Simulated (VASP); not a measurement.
# TiO2 (I4/m) in VASP: a series of runs

The runs below take TiO2 through single point, with r2SCAN.

All numbers are computed with VASP 6.6.1; they aren't measurements. Logs are shortened: lines on timing, memory, paths and dates and some standing lists are left out, and cuts for length are marked.

## 1. The cell of the first run

The structure is tetragonal, space group I4/m (No. 87). Conventional cell: a = 8.698 Å, b = 8.698 Å, c = 3.762 Å, α = 90.00°, β = 90.00°, γ = 90.00°. Ti (site symmetry m) has 6 O at 1.80 to 2.25 Å within 2.4 Å. O (site symmetry m) has 4 Ti at 1.95 to 2.25 Å and 5 O at 2.63 to 2.65 Å within 2.7 Å. O (site symmetry m) has 2 Ti at 1.80 Å within 2.4 Å.

## 2. Single point, r2SCAN

The input, POSCAR:

```
TiO2
1.0
   -4.3489027542      4.3489027542      1.8808798380
    4.3489027542     -4.3489027542      1.8808798380
    4.3489027542      4.3489027542     -1.8808798380
Ti O
4 8
Direct
    0.2911432268      0.0012985253      0.2924417521
    0.0012985253      0.7088567732      0.7101552985
    0.9987014747      0.2911432268      0.2898447015
    0.7088567732      0.9987014747      0.7075582479
    0.4994795304      0.1511885838      0.6506681142
    0.1605345341      0.8402093620      0.0007438961
    0.1511885838      0.5005204696      0.6517090534
    0.1597906380      0.1605345341      0.3203251721
    0.8402093620      0.8394654659      0.6796748279
    0.8488114162      0.4994795304      0.3482909466
    0.8394654659      0.1597906380      0.9992561038
    0.5005204696      0.8488114162      0.3493318857
```

The input, INCAR.step1:

```
ALGO = Normal
EDIFF = 1E-4
ENCUT = 520
GGA = PE
ISMEAR = 0
KPAR = 4
LASPH = T
LCHARG = F
LREAL = F
LWAVE = T
NBANDS = 60
NELM = 100
PREC = Accurate
SIGMA = 0.02
```

The input, INCAR.step2:

```
ALGO = Normal
EDIFF = 1E-7
ENCUT = 520
ISIF = 2
ISMEAR = 0
ISTART = 1
KPAR = 4
LASPH = T
LCHARG = F
LMIXTAU = T
LREAL = F
LWAVE = F
METAGGA = R2SCAN
NBANDS = 60
NELM = 100
PREC = Accurate
SIGMA = 0.02
```

The input, KPOINTS:

```
k-points
0
Gamma
  8 8 8
```

Potentials or basis: VASP PAW PBE potentials, release 64 (Ti_sv, O).

The run is started by

```console
$ cat potpaw_PBE.64/Ti_sv/POTCAR potpaw_PBE.64/O/POTCAR > POTCAR
$ cp INCAR.step1 INCAR
$ mpirun -np 4 vasp_std > vasp.out
$ cp INCAR.step2 INCAR
$ mpirun -np 4 vasp_std > vasp.out
```

OUTCAR:

```text
EDIFF = 1E-7
   ENCUT = 520
   ISIF = 2
   ISMEAR = 0
   ISTART = 1
   LASPH = T
   LREAL = F
   METAGGA = R2SCAN
   NELM = 100
   PREC = Accurate

 ion  position               nearest neighbor table
   1  0.291  0.001  0.292-   8 1.80   6 1.80  10 1.95  10 1.95   5 2.23  12 2.25
   2  0.001  0.709  0.710-   6 1.80   9 1.80   5 1.95   5 1.95   7 2.23  10 2.25
   3  0.999  0.291  0.290-  11 1.80   8 1.80  12 1.95  12 1.95  10 2.23   7 2.25
   4  0.709  0.999  0.708-   9 1.80  11 1.80   7 1.95   7 1.95  12 2.23   5 2.25
   5  0.499  0.151  0.651-   2 1.95   2 1.95   1 2.23   4 2.25
   6  0.161  0.840  0.001-   2 1.80   1 1.80
   7  0.151  0.501  0.652-   4 1.95   4 1.95   2 2.23   3 2.25
   8  0.160  0.161  0.320-   1 1.80   3 1.80
   9  0.840  0.839  0.680-   4 1.80   2 1.80
  10  0.849  0.499  0.348-   1 1.95   1 1.95   3 2.23   2 2.25
  11  0.839  0.160  0.999-   3 1.80   4 1.80
  12  0.501  0.849  0.349-   3 1.95   3 1.95   4 2.23   1 2.25

  LATTYP: Found a body centered tetragonal cell.
 ALAT       =     8.6978055084
 C/A-ratio  =     0.4324952624

  Lattice vectors:

 A1 = (  -4.3489027542,   4.3489027542,   1.8808798380)
 A2 = (   4.3489027542,  -4.3489027542,   1.8808798380)
 A3 = (   4.3489027542,   4.3489027542,  -1.8808798380)

Analysis of symmetry for initial positions (statically):
=====================================================================
 Subroutine PRICEL returns:
 Original cell was already a primitive cell.

 Routine SETGRP: Setting up the symmetry group for a
 body centered tetragonal supercell.

 Subroutine GETGRP returns: Found  8 space group operations
 (whereof  8 operations were pure point group operations)
 out of a pool of 16 trial point group operations.

The static configuration has the point symmetry C_4h.

Analysis of symmetry for dynamics (positions and initial velocities):
=====================================================================
 Subroutine PRICEL returns:
 Original cell was already a primitive cell.

 Routine SETGRP: Setting up the symmetry group for a
 body centered tetragonal supercell.

 Subroutine GETGRP returns: Found  8 space group operations
 (whereof  8 operations were pure point group operations)
 out of a pool of 16 trial point group operations.

The dynamic configuration has the point symmetry C_4h.

 Subroutine INISYM returns: Found  8 space group operations
 (whereof  8 operations are pure point group operations),
 and found     1 'primitive' translations

----------------------------------------------------------------------------------------

                                     Primitive cell

  volume of cell :     142.2920

  direct lattice vectors                    reciprocal lattice vectors
    -4.348902754  4.348902754  1.880879838     0.000000000  0.114971529  0.265833037
     4.348902754 -4.348902754  1.880879838     0.114971529  0.000000000  0.265833037
     4.348902754  4.348902754 -1.880879838     0.114971529  0.114971529  0.000000000

  length of vectors
     6.431455457  6.431455457  6.431455457     0.289630206  0.289630206  0.162594296

  position of ions in fractional coordinates (direct lattice)
     0.291143227  0.001298525  0.292441752
     0.001298525  0.708856773  0.710155298
     0.998701475  0.291143227  0.289844702
     0.708856773  0.998701475  0.707558248
     0.499479530  0.151188584  0.650668114
     0.160534534  0.840209362  0.000743896
     0.151188584  0.500520470  0.651709053
     0.159790638  0.160534534  0.320325172
     0.840209362  0.839465466  0.679674828
     0.848811416  0.499479530  0.348290947
     0.839465466  0.159790638  0.999256104
     0.500520470  0.848811416  0.349331886

  ion indices of the primitive-cell ions
   primitive index   ion index
                 1           1
                 2           2
                 3           3
                 4           4
                 5           5
                 6           6
                 7           7
                 8           8
                 9           9
                10          10
                11          11
                12          12

----------------------------------------------------------------------------------------

 KPOINTS: k-points

Automatic generation of k-mesh.
 Grid dimensions read from file:
 generate k-points for:    8    8    8

 Generating k-lattice:

  Cartesian coordinates                     Fractional coordinates (reciprocal lattice)
     0.000000000  0.014371441  0.033229130     0.125000000  0.000000000  0.000000000
     0.014371441  0.000000000  0.033229130     0.000000000  0.125000000  0.000000000
     0.014371441  0.014371441  0.000000000     0.000000000  0.000000000  0.125000000

  Length of vectors
     0.036203776  0.036203776  0.020324287

  Shift w.r.t. Gamma in fractional coordinates (k-lattice)
     0.000000000  0.000000000  0.000000000

 Subroutine IBZKPT returns following result:
 ===========================================

 Found     78 irreducible k-points:

 Following reciprocal coordinates:
            Coordinates               Weight
  0.000000  0.000000  0.000000      1.000000
  0.125000  0.000000  0.000000      8.000000
  0.250000  0.000000  0.000000      8.000000
  0.375000  0.000000  0.000000      8.000000
  0.500000  0.000000  0.000000      4.000000
  0.125000  0.125000  0.000000      8.000000
[... 16 lines left out ...]
 -0.375000  0.250000  0.000000      8.000000
 -0.250000  0.375000 -0.000000      8.000000
 [... further k-points ...]
   k-points           NKPTS =     78   k-points in BZ     NKDIM =     78   number of bands    NBANDS=     60
   number of dos      NEDOS =    301   number of ions     NIONS =     12
   total plane-waves  NPLWV = 110592
   dimension x,y,z NGX =    48 NGY =   48 NGZ =   48
   dimension x,y,z NGXF=    96 NGYF=   96 NGZF=   96
   ions per type =               4   8
   NGX,Y,Z   is equivalent  to a cutoff of  12.41, 12.41, 12.41 a.u.
   NGXF,Y,Z  is equivalent  to a cutoff of  24.81, 24.81, 24.81 a.u.
 SYSTEM =  unknown system
   PREC   = accura    normal or accurate (medium, high low for compatibility)
   ISTART =      1    job   : 0-new  1-cont  2-samecut
   ICHARG =      0    charge: 1-file 2-atom 10-const
   ISPIN  =      1    spin polarized calculation?
   LNONCOLLINEAR =      F non collinear calculations
   LSORBIT =      F    spin-orbit coupling
   LASPH  =      T    aspherical Exc in radial PAW
   ENCUT  =  520.0 eV  38.22 Ry    6.18 a.u.  11.96 11.96 11.96*2*pi/ulx,y,z
   NELM   =    100;   NELMIN=  2; NELMDL=  0     # of ELM steps
   EDIFF  = 0.1E-06   stopping-criterion for ELM
   LREAL  =      F    real-space projection
   EDIFFG = 0.1E-05   stopping-criterion for IOM
   NSW    =      0    number of steps for IOM
   IBRION =     -1    ionic relax: 0-MD 1-quasi-New 2-CG
   NFREE  =      0    steps in history (QN), initial steepest desc. (CG)
   ISIF   =      2    stress and relaxation
   ISYM   =      2    0-nonsym 1-usesym 2-fastsym
   POTIM  = 0.5000    time-step for ionic-motion
   TEBEG  =    0.0;   TEEND  =   0.0 temperature during run
   PSTRESS=    0.0 pullay stress
   NELECT =      96.0000    total number of electrons
   NUPDOWN=      -1.0000    fix difference up-down
   EMIN   =  10.00;   EMAX   =-10.00  energy-range for DOS
   EFERMI =   0.00;   METHOD = LEGACY
   ISMEAR =     0;   SIGMA  =   0.02  broadening in eV -4-tet -1-fermi 0-gaus
   EFERMI_NEDOS =   21; number of points for ismear=-14 and -15
   IALGO  =     38    algorithm
   IMIX   =      4    mixing-type and parameters
     AMIX     =   0.40;   BMIX     =  1.00
     AMIX_MAG =   1.60;   BMIX_MAG =  1.00
  volume/ion in A,a.u.               =      11.86        80.02
  Fermi-wavevector in a.u.,A,eV,Ry     =   1.435837  2.713338 28.050145  2.061627
  Thomas-Fermi vector in A             =   2.555091
   LORBIT       =      0    0 simple, 1 ext, 2 COOP (PROOUT), +10 PAW based schemes
   METAGGA = R2SCAN    functional components
   LHFCALC =     F    Hartree Fock is set to
   AEXX    =    0.0000 exact exchange contribution
   IVDW    =     0    specifies the selected vdW correction
   LEPSILON=     F    determine dielectric tensor
   LRPA    =     F    only Hartree local field effects (RPA)
 non-spin polarized calculation
 Gauss-broadening in eV      SIGMA  =   0.02
  energy-cutoff  :      520.00
  volume of cell :      142.29
 maximum number of plane-waves:      3860
   NGX = 23   NGY = 23   NGZ = 23

 number of electron      95.9999999 magnetization

 Free energy of the ion-electron system (eV)
  ---------------------------------------------------
  ext. energy  EPLUGINS =         0.00000000
  ---------------------------------------------------
  free energy    TOTEN  =      -139.13847176 eV

  energy without entropy =     -139.13847176  energy(sigma->0) =     -139.13847176

 E-fermi :   2.9636     XC(G=0): -11.1405

 val. band max:        2.7301403086   @ k =   0.5000   0.5000   0.5000
 cond. band min:       4.8253368767   @ k =   0.0000   0.0000   0.0000
 fundamental gap:      2.0951965681
 Fermi energy:         2.9636315438

 k-point     1 :       0.0000    0.0000    0.0000
  band No.  band energies     occupation
      1     -55.7878      2.00000
      2     -55.7684      2.00000
      3     -55.7684      2.00000
      4     -55.7519      2.00000
      5     -31.1846      2.00000
      6     -31.1582      2.00000
[... 52 lines left out ...]
     59       7.9302      0.00000
     60       8.0214      0.00000

 k-point     2 :       0.1250    0.0000    0.0000
  band No.  band energies     occupation
      1     -55.7861      2.00000
      2     -55.7680      2.00000
      3     -55.7680      2.00000
      4     -55.7528      2.00000
      5     -31.1782      2.00000
      6     -31.1569      2.00000
[... 1375 lines left out ...]
     59       7.6609      0.00000
     60       7.8723      0.00000

 k-point    24 :      -0.2500    0.3750   -0.0000
  band No.  band energies     occupation
      1     -55.7843      2.00000
      2     -55.7699      2.00000
      3     -55.7663      2.00000
      4     -55.7546      2.00000
      5     -31.1670      2.00000
      6     -31.1540      2.00000
[... 52 lines left out ...]
     59       7.6613      0.00000
     60       7.8735      0.00000

 [... further k-points ...]
[... 5 lines left out ...]
  --------------------------------------------------------------------------------------
  -------------------------------------------------------------------------------------
  Total        1.0138281      1.0138281      0.9796648      0.0000054      0.0000000      0.0000000
  in kB       11.4154879     11.4154879     11.0308159      0.0000605      0.0000000      0.0000000
  external PRESSURE =      11.2872639 kB  Pullay stress =       0.0000000 kB

 VOLUME and BASIS-vectors are now :
 -----------------------------------------------------------------------------
  energy-cutoff  :      520.00
  volume of cell :      142.29
      direct lattice vectors                 reciprocal lattice vectors
    -4.348902754  4.348902754  1.880879838     0.000000000  0.114971529  0.265833037
     4.348902754 -4.348902754  1.880879838     0.114971529  0.000000000  0.265833037
     4.348902754  4.348902754 -1.880879838     0.114971529  0.114971529  0.000000000

 POSITION                                       TOTAL-FORCE (eV/Angst)
 -----------------------------------------------------------------------------------
      0.01129      2.53231      0.00000        -0.005404      0.141363      0.000000
      6.16550      0.01129      0.00000        -0.141363     -0.005404     -0.000000
     -1.81660      4.33761      1.88088         0.141363      0.005404      0.000000
      4.33761      1.81660      1.88088         0.005404     -0.141363      0.000000
      1.31501      4.34438      0.00000        -0.015633      0.001481      0.000000
      2.95907     -2.95260      1.88088        -0.005886      0.016595     -0.000000
      4.35343      1.31501      0.00000        -0.001481     -0.015633      0.000000
      1.39630      1.38983      0.00000         0.016595      0.005886      0.000000
      2.95260      2.95907      1.88088        -0.016595     -0.005886     -0.000000
     -0.00453      3.03389      1.88088         0.001481      0.015633     -0.000000
      1.38983      7.30151      0.00000         0.005886     -0.016595      0.000000
      3.03389      0.00453      1.88088         0.015633     -0.001481     -0.000000
 -----------------------------------------------------------------------------------
    total drift:                                0.000001      0.000001     -0.000000

  FREE ENERGIE OF THE ION-ELECTRON SYSTEM (eV)
  ---------------------------------------------------
  free  energy   TOTEN  =      -139.1384717641 eV

  energy  without entropy=     -139.1384717641  energy(sigma->0) =     -139.13847176
```

Run time: 17 min. Hardware: 4 MPI ranks of Intel Xeon Platinum 8259CL at 2.50GHz (Skylake/Cascade Lake), shared host; peak memory 0.69 GiB.

What came out:

```
Free energy            : -139.1385 eV
Pressure               : 1.1 GPa
Largest force          : 0.141 eV/Å
Band gap on the k mesh : 2.10 eV (least direct gap 2.80 eV)
```

Forces on the atoms (eV/Å):
```
Ti  -0.005  0.141  0.000
Ti  -0.141 -0.005  0.000
Ti   0.141  0.005  0.000
Ti   0.005 -0.141  0.000
O   -0.016  0.001  0.000
O   -0.006  0.017  0.000
O   -0.001 -0.016  0.000
O    0.017  0.006  0.000
O   -0.017 -0.006  0.000
O    0.001  0.016  0.000
O    0.006 -0.017  0.000
O    0.016 -0.001  0.000
```

Caveat: the PAW data sets were made with another functional, which shifts forces and pressure a little. A k mesh can miss the band edges.

## 3. Single point, r2SCAN

This run uses another cell than the first one, of 11.99 Å³/atom.

The input, POSCAR:

```
TiO2
1.0
   -4.3696209303      4.3696209303      1.8835088886
    4.3696209303     -4.3696209303      1.8835088886
    4.3696209303      4.3696209303     -1.8835088886
Ti O
4 8
Direct
    0.2905284355      0.0031641115      0.2936925469
    0.0031641115      0.7094715645      0.7126356760
    0.9968358885      0.2905284355      0.2873643240
    0.7094715645      0.9968358885      0.7063074531
    0.4983601057      0.1512851790      0.6496452848
    0.1604743790      0.8411155945      0.0015899734
    0.1512851790      0.5016398943      0.6529250733
    0.1588844055      0.1604743790      0.3193587845
    0.8411155945      0.8395256210      0.6806412155
    0.8487148210      0.4983601057      0.3470749267
    0.8395256210      0.1588844055      0.9984100266
    0.5016398943      0.8487148210      0.3503547152
```

The input, INCAR.step1:

```
SYSTEM = TiO2
PREC     = Accurate       ! precision mode
ENCUT    = 520            ! plane-wave cutoff, eV
ISMEAR   = 0              ! smearing method
SIGMA    = 0.02           ! smearing width, eV
LREAL    = .FALSE.        ! projectors in reciprocal space
LASPH    = .TRUE.         ! aspherical terms in the spheres
NELM     = 80             ! most SCF steps
NBANDS   = 60             ! bands
GGA      = PE             ! functional
ALGO     = Normal         ! electronic algorithm
EDIFF    = 1E-4           ! SCF threshold, eV
LWAVE    = .TRUE.         ! write WAVECAR
LCHARG   = .FALSE.        ! write CHGCAR
KPAR     = 4
```

The input, INCAR.step2:

```
SYSTEM = TiO2
PREC     = Accurate       ! precision mode
ENCUT    = 520            ! plane-wave cutoff, eV
EDIFF    = 1E-6           ! SCF threshold, eV
ISMEAR   = 0              ! smearing method
SIGMA    = 0.02           ! smearing width, eV
LREAL    = .FALSE.        ! projectors in reciprocal space
LASPH    = .TRUE.         ! aspherical terms in the spheres
NELM     = 80             ! most SCF steps
ALGO     = Normal         ! electronic algorithm
ISIF     = 2              ! what is computed and relaxed
LWAVE    = .FALSE.        ! write WAVECAR
LCHARG   = .FALSE.        ! write CHGCAR
METAGGA  = R2SCAN         ! meta-GGA
LMIXTAU  = .TRUE.       
NBANDS   = 60             ! bands
ISTART   = 1            
KPAR     = 4
```

The input, KPOINTS:

```
Automatic mesh
0
G
  8 8 8
  0 0 0
```

Potentials or basis: VASP PAW PBE potentials, release 64 (Ti_sv, O).

The run is started by

```console
$ cat potpaw_PBE.64/Ti_sv/POTCAR potpaw_PBE.64/O/POTCAR > POTCAR
$ cp INCAR.step1 INCAR
$ mpirun -np 4 vasp_std > vasp.out
$ cp INCAR.step2 INCAR
$ mpirun -np 4 vasp_std > vasp.out
```

Run time: 15 min. Hardware: 4 MPI ranks of Intel Xeon Platinum 8259CL at 2.50GHz (Skylake/Cascade Lake), shared host; peak memory 0.69 GiB.

The run converged. Its results:

```yaml
Free_energy: -139.1380 eV
Pressure: -0.9 GPa
Largest_force: 0.152 eV/Å
Band_gap_on_the_k_mesh: 2.13 eV (least direct gap 2.82 eV)
```

Forces in eV/Å, atoms in the order of the input:
```
Ti  -0.014  0.151  0.000
Ti  -0.151 -0.014  0.000
Ti   0.151  0.014  0.000
Ti   0.014 -0.151  0.000
O   -0.018  0.002  0.000
O    0.005  0.026  0.000
O   -0.002 -0.018  0.000
O    0.026 -0.005  0.000
O   -0.026  0.005  0.000
O    0.002  0.018  0.000
O   -0.005 -0.026  0.000
O    0.018 -0.002  0.000
```

Levels at points of the mesh, in eV from the valence-band top:
```
           k point  band 44  band 45  band 46  band 47  band 48  band 49  band 50  band 51  band 52  band 53
(0.00, 0.00, 0.00)    -1.14    -0.93    -0.93    -0.88    -0.69     2.13     3.47     3.49     3.49     3.83
(0.50, 0.00, 0.00)    -1.03    -0.79    -0.71    -0.64    -0.35     3.26     3.61     3.68     3.75     3.97
(0.50, 0.50, 0.00)    -1.26    -1.17    -0.92    -0.92    -0.65     2.78     2.98     3.18     3.75     4.05
(0.50, 0.50, 0.50)    -1.35    -1.24    -1.10    -1.10     0.00     3.33     3.33     3.35     3.52     3.88
```

Caveat: the PAW data sets were made with another functional, which shifts forces and pressure a little. A k mesh can miss the band edges.
